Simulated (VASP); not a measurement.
# Ni in VASP: a series of runs, part 3 of 3

VASP 6.6.1.

### Step 6. Single point, PBE, collinear spin, ferromagnetic start

Contents of INCAR:

```
PREC = Accurate
ENCUT = 520
EDIFF = 1E-6
ISMEAR = -1
SIGMA = 0.05
LREAL = F
LASPH = T
NELM = 150
ALGO = Normal
ISIF = 2
LWAVE = F
LCHARG = T
ISPIN = 2
MAGMOM = 1 1 1
LORBIT = 11
LMAXMIX = 4
LDIPOL = T
IDIPOL = 3
DIPOL = 0.5 0.5 0.500
GGA = PE
LELF = T
LVHAR = T
LVACPOTAV = T
NBANDS = 26
```

Contents of KPOINTS:

```
Automatic mesh
0
Gamma
  19 19 1
```

Contents of POSCAR:

```
Ni
1.0
    2.4880369258      0.0000000000      0.0000000000
   -1.2440184629      2.1547031833      0.0000000000
    0.0000000000      0.0000000000     20.0629000000
Ni
3
Direct
    0.1666666665      0.3333333335      0.3987447657
    0.5000000005      0.9999999995      0.4999999997
    0.8333333335      0.6666666665      0.6012552343
```

Potentials or basis: VASP PAW PBE potentials, release 64 (Ni).

Launch:

```bash
$ cat potpaw_PBE.64/Ni/POTCAR > POTCAR
$ mpirun -np 1 vasp_std > vasp.out
```

OUTCAR:

```text
PREC = Accurate
   ENCUT = 520
   EDIFF = 1E-6
   ISMEAR = -1
   LREAL = F
   LASPH = T
   NELM = 150
   ISIF = 2
   ISPIN = 2
   LORBIT = 11
   GGA = PE

 ion  position               nearest neighbor table
   1  0.167  0.333  0.399-   2 2.49   2 2.49   2 2.49
   2  0.500  1.000  0.500-   1 2.49   1 2.49   1 2.49   3 2.49   3 2.49   3 2.49
   3  0.833  0.667  0.601-   2 2.49   2 2.49   2 2.49

  LATTYP: Found a hexagonal cell.
 ALAT       =     2.4880369258
 C/A-ratio  =     8.0637468809

  Lattice vectors:

 A1 = (   2.4880369258,   0.0000000000,   0.0000000000)
 A2 = (  -1.2440184629,   2.1547031833,   0.0000000000)
 A3 = (   0.0000000000,   0.0000000000,  20.0629000000)

Analysis of symmetry for initial positions (statically):
=====================================================================
 Subroutine PRICEL returns:
 Original cell was already a primitive cell.

 Routine SETGRP: Setting up the symmetry group for a
 hexagonal supercell.

 Subroutine GETGRP returns: Found 12 space group operations
 (whereof  4 operations were pure point group operations)
 out of a pool of 24 trial point group operations.

The static configuration has the point symmetry C_2h.
 The point group associated with its full space group is D_3d.

Analysis of symmetry for dynamics (positions and initial velocities):
=====================================================================
 Subroutine PRICEL returns:
 Original cell was already a primitive cell.

 Routine SETGRP: Setting up the symmetry group for a
 hexagonal supercell.

 Subroutine GETGRP returns: Found 12 space group operations
 (whereof  4 operations were pure point group operations)
 out of a pool of 24 trial point group operations.

The dynamic configuration has the point symmetry C_2h.
 The point group associated with its full space group is D_3d.

Analysis of structural, dynamic, and magnetic symmetry:
=====================================================================
 Subroutine PRICEL returns:
 Original cell was already a primitive cell.

 Routine SETGRP: Setting up the symmetry group for a
 hexagonal supercell.

 Subroutine GETGRP returns: Found 12 space group operations
 (whereof  4 operations were pure point group operations)
 out of a pool of 24 trial point group operations.

The overall configuration has the point symmetry C_2h.
 The point group associated with its full space group is D_3d.

 Subroutine INISYM returns: Found 12 space group operations
 (whereof  4 operations are pure point group operations),
 and found     1 'primitive' translations

----------------------------------------------------------------------------------------

                                     Primitive cell

  volume of cell :     107.5568

  direct lattice vectors                    reciprocal lattice vectors
     2.488036926  0.000000000  0.000000000     0.401923295  0.232050523  0.000000000
    -1.244018463  2.154703183  0.000000000     0.000000000  0.464101045  0.000000000
     0.000000000  0.000000000 20.062900000     0.000000000  0.000000000  0.049843243

  length of vectors
     2.488036926  2.488036926 20.062900000     0.464101045  0.464101045  0.049843243

[... 75 lines left out ...]
   ICHARG =      2    charge: 1-file 2-atom 10-const
   ISPIN  =      2    spin polarized calculation?
   LNONCOLLINEAR =      F non collinear calculations
   LSORBIT =      F    spin-orbit coupling
   LASPH  =      T    aspherical Exc in radial PAW
   ENCUT  =  520.0 eV  38.22 Ry    6.18 a.u.   4.63  4.63 37.30*2*pi/ulx,y,z
   NELM   =    150;   NELMIN=  2; NELMDL= -5     # of ELM steps
   EDIFF  = 0.1E-05   stopping-criterion for ELM
   LREAL  =      F    real-space projection
   EDIFFG = 0.1E-04   stopping-criterion for IOM
   NSW    =      0    number of steps for IOM
   IBRION =     -1    ionic relax: 0-MD 1-quasi-New 2-CG
   NFREE  =      0    steps in history (QN), initial steepest desc. (CG)
   ISIF   =      2    stress and relaxation
   ISYM   =      2    0-nonsym 1-usesym 2-fastsym
   POTIM  = 0.5000    time-step for ionic-motion
   TEBEG  =    0.0;   TEEND  =   0.0 temperature during run
   PSTRESS=    0.0 pullay stress
   NELECT =      30.0000    total number of electrons
   NUPDOWN=      -1.0000    fix difference up-down
   EMIN   =  10.00;   EMAX   =-10.00  energy-range for DOS
   EFERMI =   0.00;   METHOD = LEGACY
   ISMEAR =    -1;   SIGMA  =   0.05  broadening in eV -4-tet -1-fermi 0-gaus
   EFERMI_NEDOS =   21; number of points for ismear=-14 and -15
   IALGO  =     38    algorithm
   IMIX   =      4    mixing-type and parameters
     AMIX     =   0.40;   BMIX     =  1.00
     AMIX_MAG =   1.60;   BMIX_MAG =  1.00
  volume/ion in A,a.u.               =      35.85       241.94
  Fermi-wavevector in a.u.,A,eV,Ry     =   1.069636  2.021319 15.566707  1.144121
  Thomas-Fermi vector in A             =   2.205321
   LORBIT       =     11    0 simple, 1 ext, 2 COOP (PROOUT), +10 PAW based schemes
   GGA     = PE    functional components
   LHFCALC =     F    Hartree Fock is set to
   AEXX    =    0.0000 exact exchange contribution
   IVDW    =     0    specifies the selected vdW correction
   LEPSILON=     F    determine dielectric tensor
   LRPA    =     F    only Hartree local field effects (RPA)
 spin polarized calculation
  energy-cutoff  :      520.00
  volume of cell :      107.56
 maximum number of plane-waves:      2931
 NGX is ok and might be reduce to    20

 dipolmoment           0.000000      0.000000     -0.000000 electrons x Angstroem

 number of electron      30.0000011 magnetization       2.1680192

 dipolmoment           0.000000      0.000000      0.000000 electrons x Angstroem

 Free energy of the ion-electron system (eV)
  ---------------------------------------------------
  ext. energy  EPLUGINS =         0.00000000
  ---------------------------------------------------
  free energy    TOTEN  =       -15.14192534 eV

  energy without entropy =      -15.09308273  energy(sigma->0) =      -15.11750404

 E-fermi :  -0.5767     XC(G=0):  -4.9494

 val. band max:       -0.5804649772   @ k =   0.3684   0.2632   0.0000
 cond. band min:      -0.5736440881   @ k =   0.3158   0.0526   0.0000
 fundamental gap:      0.0068208892
 Fermi energy:        -0.5766881917

 spin component 1

 k-point     1 :       0.0000    0.0000    0.0000
  band No.  band energies     occupation
      1      -8.8073      1.00000
      2      -6.8114      1.00000
      3      -5.4792      1.00000
      4      -3.0843      1.00000
      5      -3.0451      1.00000
      6      -2.9857      1.00000
[... 685 lines left out ...]
     25      11.4066      0.00000
     26      11.6096      0.00000

 [... further k-points ...]

 spin component 2

 k-point     1 :       0.0000    0.0000    0.0000
  band No.  band energies     occupation
      1      -8.8289      1.00000
      2      -6.7801      1.00000
      3      -5.1380      1.00000
      4      -2.3068      1.00000
      5      -2.2807      1.00000
      6      -2.2240      1.00000
[... 685 lines left out ...]
     25      11.4266      0.00000
     26      11.6473      0.00000

 [... further k-points ...]
[... 5 lines left out ...]
  --------------------------------------------------------------------------------------
  -------------------------------------------------------------------------------------
  Total       -1.5434746     -1.5434746     -0.7363299      0.0000000      0.0000000      0.0000000
  in kB      -22.9917525    -22.9917525    -10.9684450      0.0000000      0.0000000      0.0000000
  external PRESSURE =     -18.9839833 kB  Pullay stress =       0.0000000 kB

 VOLUME and BASIS-vectors are now :
 -----------------------------------------------------------------------------
  energy-cutoff  :      520.00
  volume of cell :      107.56
      direct lattice vectors                 reciprocal lattice vectors
     2.488036926  0.000000000  0.000000000     0.401923295  0.232050523  0.000000000
    -1.244018463  2.154703183  0.000000000     0.000000000  0.464101045  0.000000000
     0.000000000  0.000000000 20.062900000     0.000000000  0.000000000  0.049843243

 POSITION                                       TOTAL-FORCE (eV/Angst)
 -----------------------------------------------------------------------------------
     -0.00000      0.71823      7.99998        -0.000000     -0.000000      0.179321
      0.00000      2.15470     10.03145         0.000000      0.000000      0.000000
      1.24402      1.43647     12.06292        -0.000000      0.000000     -0.179321
 -----------------------------------------------------------------------------------
    total drift:                               -0.000000     -0.000000      0.000004

  FREE ENERGIE OF THE ION-ELECTRON SYSTEM (eV)
  ---------------------------------------------------
  free  energy   TOTEN  =       -15.1419253419 eV

  energy  without entropy=      -15.0930827321  energy(sigma->0) =      -15.11750404

 vacuum level on the upper side and lower side of the slab         4.443         4.443

 total charge

# of ion       s       p       d       tot
------------------------------------------
    1        0.491   0.381   8.299   9.171
    2        0.489   0.492   8.309   9.291
    3        0.491   0.381   8.299   9.171
--------------------------------------------------
tot          1.471   1.254  24.907  27.632

 magnetization (x)

# of ion       s       p       d       tot
------------------------------------------
    1       -0.001  -0.019   0.746   0.726
    2       -0.007  -0.024   0.780   0.748
    3       -0.001  -0.019   0.746   0.726
--------------------------------------------------
tot         -0.009  -0.062   2.271   2.200
```

OSZICAR:

```text
N       E                     dE             d eps       ncg     rms          rms(c)
DAV:   1     0.189921185192E+03    0.18992E+03   -0.12850E+04  4160   0.115E+03
DAV:   2    -0.650119662645E+01   -0.19642E+03   -0.18278E+03  4230   0.256E+02
DAV:   3    -0.177495162439E+02   -0.11248E+02   -0.10943E+02  4756   0.848E+01
[... 20 lines left out ...]
DAV:  24    -0.151418722281E+02   -0.75266E-04   -0.70463E-06  3896   0.303E-02    0.196E-03
DAV:  25    -0.151419164272E+02   -0.44199E-04   -0.46298E-06  3762   0.951E-03    0.256E-03
DAV:  26    -0.151419228113E+02   -0.63842E-05   -0.49643E-07  3372   0.415E-03    0.227E-03
DAV:  27    -0.151419245061E+02   -0.16947E-05   -0.14736E-07  3228   0.349E-03    0.919E-04
DAV:  28    -0.151419253419E+02   -0.83587E-06   -0.93834E-08  3262   0.270E-03
   1 F= -.15141925E+02 E0= -.15117504E+02  d E =-.488426E-01  mag=     2.1680
```

It took 14 min on 1 thread of Oxide Virtual Turin-like, shared host; peak memory 0.33 GiB.

What came out:

```yaml
Free_energy: -15.1419 eV
Largest_force: 0.179 eV/Å
Net_moment: 2.17 μB per cell
Site_moments: Ni +0.73, +0.75 μB
Valence_electrons_inside_the_program's_atomic_spheres: Ni 9.17, 9.29
```

Forces in eV/Å, atoms in the order of the input:
```
Ni   0.000  0.000  0.179
Ni   0.000  0.000  0.000
Ni   0.000  0.000 -0.179
```

### Step 7. Single point, PBE, collinear spin, ferromagnetic start

Contents of INCAR:

```
SYSTEM = Ni
  ALGO = Normal
  DIPOL = 0.5 0.5 0.500
  EDIFF = 1E-6
  ENCUT = 520
  GGA = PE
  IDIPOL = 3
  ISIF = 2
  ISMEAR = -1
  ISPIN = 2
  LASPH = .True.
  LCHARG = .True.
  LDIPOL = .True.
  LELF = .True.
  LMAXMIX = 4
  LORBIT = 11
  LREAL = .False.
  LVACPOTAV = .True.
  LVHAR = .True.
  LWAVE = .False.
  MAGMOM = 1 1 1
  NBANDS = 26
  NELM = 150
  PREC = Accurate
  SIGMA = 0.05
```

Contents of KPOINTS:

```
k-points
0
Gamma
  19 19 1
  0 0 0
```

Contents of POSCAR:

```
Ni
1.0
    2.4880369258      0.0000000000      0.0000000000
   -1.2440184629      2.1547031833      0.0000000000
    0.0000000000      0.0000000000     20.0629000000
Ni
3
Direct
    0.1666666667      0.3333333333      0.4003274249
    0.5000000000      1.0000000000      0.5000012712
    0.8333333333      0.6666666667      0.5996713036
```

Launch:

```bash
$ cat potpaw_PBE.64/Ni/POTCAR > POTCAR
$ mpirun -np 1 vasp_std > vasp.out
```

Run time: 12 min. Hardware: 1 thread of Oxide Virtual Turin-like, shared host; peak memory 0.32 GiB.

Results (log left out):

```
Free energy                                           : -15.1477 eV
Net moment                                            : 2.17 μB per cell
Site moments                                          : Ni +0.73, +0.75 μB
Valence electrons inside the program's atomic spheres : Ni 9.19, 9.32
```

Levels at points of the mesh, in eV from the Fermi level:
Spin up:
| k point | band 12 | band 13 | band 14 | band 15 | band 16 | band 17 | band 18 | band 19 | band 20 | band 21 |
| --- | --- | --- | --- | --- | --- | --- | --- | --- | --- | --- |
| (0.00, 0.00, 0.00) | -1.33 | -1.33 | -1.04 | -0.97 | -0.97 | -0.70 | -0.70 | 0.36 | 4.62 | 5.04 |
Spin down:
| k point | band 10 | band 11 | band 12 | band 13 | band 14 | band 15 | band 16 | band 17 |
| --- | --- | --- | --- | --- | --- | --- | --- | --- |
| (0.00, 0.00, 0.00) | -1.32 | -1.32 | -0.69 | -0.61 | -0.61 | -0.27 | -0.27 | 0.13 |

### Step 8. Overview

```csv
level,electric field (eV/Å),gap on the mesh (eV),moment (μB)
PBE,-,none,2.17
PBE,0.1,none,2.17
PBEsol,-,none,2.16
```

Some of these runs hold the atoms at other places in the same cell, which the table doesn't show; runs alike in all that it shows share one row.

Alike in all rows: task single point; potentials or basis VASP PAW PBE potentials, release 64 (Ni); spin collinear, ferromagnetic start; cell as given; k mesh 19 × 19 × 1; cutoff (eV) 520; smearing fermi-dirac 0.05 eV.

Every run on the cell as given and a fine mesh finds a metal.

Caveats: the PAW data sets were made with another functional, which shifts forces and pressure a little (some runs).

Absolute energies hang on the potentials; compare differences alone.
